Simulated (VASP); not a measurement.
# Os in VASP: single point with PBEsol

Aim: the single point of Os with PBEsol.

Program: VASP 6.6.1. These are calculated values, not measurements. Logs are shortened: lines on timing, memory, paths and dates and some standing lists are left out, and cuts for length are marked.

## Step 1: The cell of the first run

The typed cell holds 1 atom: a = 2.674 Å, b = 2.674 Å, c = 3.088 Å, α = 54.73°, β = 54.73°, γ = 70.53°.

This isn't the form of Os at room conditions, which is hcp.

## Step 2: Single point, PBEsol

Contents of INCAR:

```
SYSTEM = Os
  PREC = Accurate
  ENCUT = 520
  EDIFF = 1E-6
  ISMEAR = 0
  SIGMA = 0.15
  LREAL = .FALSE.
  LASPH = .TRUE.
  NELM = 100
  ALGO = Fast
  ISIF = 2
  LWAVE = .FALSE.
  LCHARG = .FALSE.
  GGA = PS
  NBANDS = 10
```

Contents of KPOINTS:

```
regular mesh
0
G
  24 24 24
  0 0 0
```

Contents of POSCAR:

```
Os
1.0
    0.0000000000      2.1832985905      1.5435921035
    2.1832985905      0.0000000000      1.5435921035
    2.1832985905      2.1832985905      0.0000000000
Os
1
Direct
    0.0000000000      0.0000000000      0.0000000000
```

Potentials or basis: VASP PAW PBE potentials, release 64 (Os).

Command:

```console
> cat potpaw_PBE.64/Os/POTCAR > POTCAR
> mpirun -np 1 vasp_std > vasp.out
```

OUTCAR:

```text
SYSTEM = Os
   PREC = Accurate
   ENCUT = 520
   EDIFF = 1E-6
   ISMEAR = 0
   LREAL = .FALSE.
   LASPH = .TRUE.
   NELM = 100
   ISIF = 2
   GGA = PS

 ion  position               nearest neighbor table
   1  0.000  0.000  0.000-

  LATTYP: Found a body centered tetragonal cell.
 ALAT       =     3.0876504774
 C/A-ratio  =     0.9998489886

  Lattice vectors:

 A1 = (   0.0000000000,  -2.1832985905,  -1.5435921035)
 A2 = (   0.0000000000,   2.1832985905,  -1.5435921035)
 A3 = (   2.1832985905,   0.0000000000,   1.5435921035)

Analysis of symmetry for initial positions (statically):
=====================================================================
 Subroutine PRICEL returns:
 Original cell was already a primitive cell.

 Routine SETGRP: Setting up the symmetry group for a
 body centered tetragonal supercell.

 Subroutine GETGRP returns: Found 16 space group operations
 (whereof 16 operations were pure point group operations)
 out of a pool of 16 trial point group operations.

The static configuration has the point symmetry D_4h.

Analysis of symmetry for dynamics (positions and initial velocities):
=====================================================================
 Subroutine PRICEL returns:
 Original cell was already a primitive cell.

 Routine SETGRP: Setting up the symmetry group for a
 body centered tetragonal supercell.

 Subroutine GETGRP returns: Found 16 space group operations
 (whereof 16 operations were pure point group operations)
 out of a pool of 16 trial point group operations.

The dynamic configuration has the point symmetry D_4h.

 Subroutine INISYM returns: Found 16 space group operations
 (whereof 16 operations are pure point group operations),
 and found     1 'primitive' translations

----------------------------------------------------------------------------------------

                                     Primitive cell

  volume of cell :      14.7160

  direct lattice vectors                    reciprocal lattice vectors
     0.000000000  2.183298591  1.543592103    -0.229011278  0.229011278  0.323919771
     2.183298591  0.000000000  1.543592103     0.229011278 -0.229011278  0.323919771
     2.183298591  2.183298591  0.000000000     0.229011278  0.229011278 -0.323919771

  length of vectors
     2.673849158  2.673849158  3.087650477     0.458057145  0.458057145  0.458057145

  position of ions in fractional coordinates (direct lattice)
     0.000000000  0.000000000  0.000000000

  ion indices of the primitive-cell ions
   primitive index   ion index
                 1           1

----------------------------------------------------------------------------------------

 KPOINTS: regular mesh

Automatic generation of k-mesh.
 Grid dimensions read from file:
 generate k-points for:   24   24   24

 Generating k-lattice:

  Cartesian coordinates                     Fractional coordinates (reciprocal lattice)
    -0.009542137  0.009542137  0.013496657     0.041666667  0.000000000  0.000000000
     0.009542137 -0.009542137  0.013496657     0.000000000  0.041666667  0.000000000
     0.009542137  0.009542137 -0.013496657    -0.000000000 -0.000000000  0.041666667

  Length of vectors
     0.019085714  0.019085714  0.019085714

  Shift w.r.t. Gamma in fractional coordinates (k-lattice)
     0.000000000  0.000000000  0.000000000

 Subroutine IBZKPT returns following result:
 ===========================================

 Found   1063 irreducible k-points:

 Following reciprocal coordinates:
            Coordinates               Weight
  0.000000  0.000000  0.000000      1.000000
  0.041667  0.000000  0.000000      8.000000
  0.083333  0.000000  0.000000      8.000000
  0.125000  0.000000  0.000000      8.000000
  0.166667  0.000000  0.000000      8.000000
  0.208333  0.000000  0.000000      8.000000
[... 16 lines left out ...]
  0.416667  0.041667  0.000000      8.000000
  0.458333  0.041667  0.000000      8.000000
 [... further k-points ...]
   k-points           NKPTS =   1063   k-points in BZ     NKDIM =   1063   number of bands    NBANDS=     10
   number of dos      NEDOS =    301   number of ions     NIONS =      1
   total plane-waves  NPLWV =   9600
   dimension x,y,z NGX =    20 NGY =   20 NGZ =   24
   dimension x,y,z NGXF=    40 NGYF=   40 NGZF=   48
   ions per type =               1
   NGX,Y,Z   is equivalent  to a cutoff of  12.43, 12.43, 12.92 a.u.
   NGXF,Y,Z  is equivalent  to a cutoff of  24.87, 24.87, 25.84 a.u.
 SYSTEM =  Os
   PREC   = accura    normal or accurate (medium, high low for compatibility)
   ISTART =      0    job   : 0-new  1-cont  2-samecut
   ICHARG =      2    charge: 1-file 2-atom 10-const
   ISPIN  =      1    spin polarized calculation?
   LNONCOLLINEAR =      F non collinear calculations
   LSORBIT =      F    spin-orbit coupling
   LASPH  =      T    aspherical Exc in radial PAW
   ENCUT  =  520.0 eV  38.22 Ry    6.18 a.u.   4.97  4.97  5.74*2*pi/ulx,y,z
   NELM   =    100;   NELMIN=  2; NELMDL= -5     # of ELM steps
   EDIFF  = 0.1E-05   stopping-criterion for ELM
   LREAL  =      F    real-space projection
   EDIFFG = 0.1E-04   stopping-criterion for IOM
   NSW    =      0    number of steps for IOM
   IBRION =     -1    ionic relax: 0-MD 1-quasi-New 2-CG
   NFREE  =      0    steps in history (QN), initial steepest desc. (CG)
   ISIF   =      2    stress and relaxation
   ISYM   =      2    0-nonsym 1-usesym 2-fastsym
   POTIM  = 0.5000    time-step for ionic-motion
   TEBEG  =    0.0;   TEEND  =   0.0 temperature during run
   PSTRESS=    0.0 pullay stress
   NELECT =       8.0000    total number of electrons
   NUPDOWN=      -1.0000    fix difference up-down
   EMIN   =  10.00;   EMAX   =-10.00  energy-range for DOS
   EFERMI =   0.00;   METHOD = LEGACY
   ISMEAR =     0;   SIGMA  =   0.15  broadening in eV -4-tet -1-fermi 0-gaus
   EFERMI_NEDOS =   21; number of points for ismear=-14 and -15
   IALGO  =     68    algorithm
   IMIX   =      4    mixing-type and parameters
     AMIX     =   0.40;   BMIX     =  1.00
     AMIX_MAG =   1.60;   BMIX_MAG =  1.00
  volume/ion in A,a.u.               =      14.72        99.31
  Fermi-wavevector in a.u.,A,eV,Ry     =   1.336109  2.524880 24.288947  1.785187
  Thomas-Fermi vector in A             =   2.464761
   LORBIT       =      0    0 simple, 1 ext, 2 COOP (PROOUT), +10 PAW based schemes
   GGA     = PS    functional components
   LHFCALC =     F    Hartree Fock is set to
   AEXX    =    0.0000 exact exchange contribution
   IVDW    =     0    specifies the selected vdW correction
   LEPSILON=     F    determine dielectric tensor
   LRPA    =     F    only Hartree local field effects (RPA)
 non-spin polarized calculation
 RMM-DIIS sequential band-by-band and
 Gauss-broadening in eV      SIGMA  =   0.15
  energy-cutoff  :      520.00
  volume of cell :       14.72
 maximum number of plane-waves:       420
   NGX =  9   NGY =  9   NGZ = 11

 number of electron       8.0000000 magnetization

 Free energy of the ion-electron system (eV)
  ---------------------------------------------------
  ext. energy  EPLUGINS =         0.00000000
  ---------------------------------------------------
  free energy    TOTEN  =       -11.31943023 eV

  energy without entropy =      -11.30473442  energy(sigma->0) =      -11.31208233

 E-fermi :   8.8363     XC(G=0): -13.8538

 val. band max:        8.8350390716   @ k =  -0.3333   0.3750   0.2500
 cond. band min:       8.8445551932   @ k =   0.4583   0.1250   0.3333
 fundamental gap:      0.0095161216
 Fermi energy:         8.8362846419

 k-point     1 :       0.0000    0.0000    0.0000
  band No.  band energies     occupation
      1      -1.9779      2.00000
      2       5.5521      2.00000
      3       5.5539      2.00000
      4       5.5539      2.00000
      5       8.7569      1.54560
      6       8.7591      1.53298
      7      25.0449      0.00000
      8      25.0449      0.00000
      9      25.0480      0.00000
     10      36.6976      0.00000

 k-point     2 :       0.0417    0.0000    0.0000
  band No.  band energies     occupation
      1      -1.8958      2.00000
      2       5.5108      2.00000
      3       5.5499      2.00000
      4       5.6287      2.00000
      5       8.6963      1.81294
      6       8.7600      1.52818
      7      25.1050      0.00000
      8      25.1793      0.00000
      9      25.1958      0.00000
     10      35.6573      0.00000

 k-point     3 :       0.0833    0.0000    0.0000
  band No.  band energies     occupation
      1      -1.6540      2.00000
      2       5.3895      2.00000
      3       5.5321      2.00000
      4       5.8544      2.00000
      5       8.5357      1.99540
      6       8.7686      1.47661
      7      25.2572      0.00000
      8      25.5764      0.00000
      9      25.5943      0.00000
     10      34.0639      0.00000

 k-point     4 :       0.1250    0.0000    0.0000
  band No.  band energies     occupation
      1      -1.2667      2.00000
      2       5.2024      2.00000
      3       5.4861      2.00000
      4       6.2251      2.00000
      5       8.3435      2.00000
      6       8.7867      1.36009
      7      25.4218      0.00000
      8      26.0795      0.00000
      9      26.2200      0.00000
     10      32.7425      0.00000
[... 222 lines left out ...]
 k-point    22 :       0.3750    0.0417    0.0000
  band No.  band energies     occupation
      1       1.3307      2.00000
      2       3.8624      2.00000
      3       6.4200      2.00000
      4       8.5357      1.99540
      5       9.4125      0.00000
      6      10.5671      0.00000
      7      20.1794      0.00000
      8      22.4925      0.00000
      9      27.7999      0.00000
     10      33.7233      0.00000

 k-point    23 :       0.4167    0.0417    0.0000
  band No.  band energies     occupation
      1       1.3374      2.00000
      2       3.7253      2.00000
      3       7.0854      2.00000
      4       8.6274      1.95113
      5       9.6572      0.00000
      6      11.2913      0.00000
      7      18.8718      0.00000
      8      21.9447      0.00000
      9      26.6105      0.00000
     10      33.3193      0.00000

 k-point    24 :       0.4583    0.0417    0.0000
  band No.  band energies     occupation
      1       1.3140      2.00000
      2       3.6408      2.00000
      3       7.6414      2.00000
      4       8.5712      1.98756
      5       9.9567      0.00000
      6      11.8001      0.00000
      7      17.9167      0.00000
      8      21.6091      0.00000
      9      25.8136      0.00000
     10      33.0053      0.00000

 [... further k-points ...]

------------------------ aborting loop because EDIFF is reached ----------------------------------------

  FORCE on cell =-STRESS in cart. coord.  units (eV):
  Direction    XX          YY          ZZ          XY          YZ          ZX
  --------------------------------------------------------------------------------------
  -------------------------------------------------------------------------------------
  Total       -0.8004212     -0.8004212     -0.8075370      0.0000000      0.0000000      0.0000000
  in kB      -87.1445794    -87.1445794    -87.9192928      0.0000000      0.0000000      0.0000000
  external PRESSURE =     -87.4028172 kB  Pullay stress =       0.0000000 kB

 VOLUME and BASIS-vectors are now :
 -----------------------------------------------------------------------------
  energy-cutoff  :      520.00
  volume of cell :       14.72
      direct lattice vectors                 reciprocal lattice vectors
     0.000000000  2.183298591  1.543592103    -0.229011278  0.229011278  0.323919771
     2.183298591  0.000000000  1.543592103     0.229011278 -0.229011278  0.323919771
     2.183298591  2.183298591  0.000000000     0.229011278  0.229011278 -0.323919771

 POSITION                                       TOTAL-FORCE (eV/Angst)
 -----------------------------------------------------------------------------------
      0.00000      0.00000      0.00000         0.000000      0.000000      0.000000
 -----------------------------------------------------------------------------------
    total drift:                                0.000000     -0.000000     -0.000000

  FREE ENERGIE OF THE ION-ELECTRON SYSTEM (eV)
  ---------------------------------------------------
  free  energy   TOTEN  =       -11.3194302314 eV

  energy  without entropy=      -11.3047344198  energy(sigma->0) =      -11.31208233
```

Wall time 3.7 min (1 thread of Intel Xeon 8259CL, shared host); peak memory 0.28 GiB.

Results:

```
Free energy            : -11.3194 eV
Pressure               : -8.7 GPa
Band gap on the k mesh : zero (bands 4 and 5 overlap by 4.51 eV)
```

Caveat: the cell stands under tension; the PAW data sets were made with another functional, which shifts forces and pressure a little; spin-orbit coupling is left out, which moves the levels of the heavy elements.
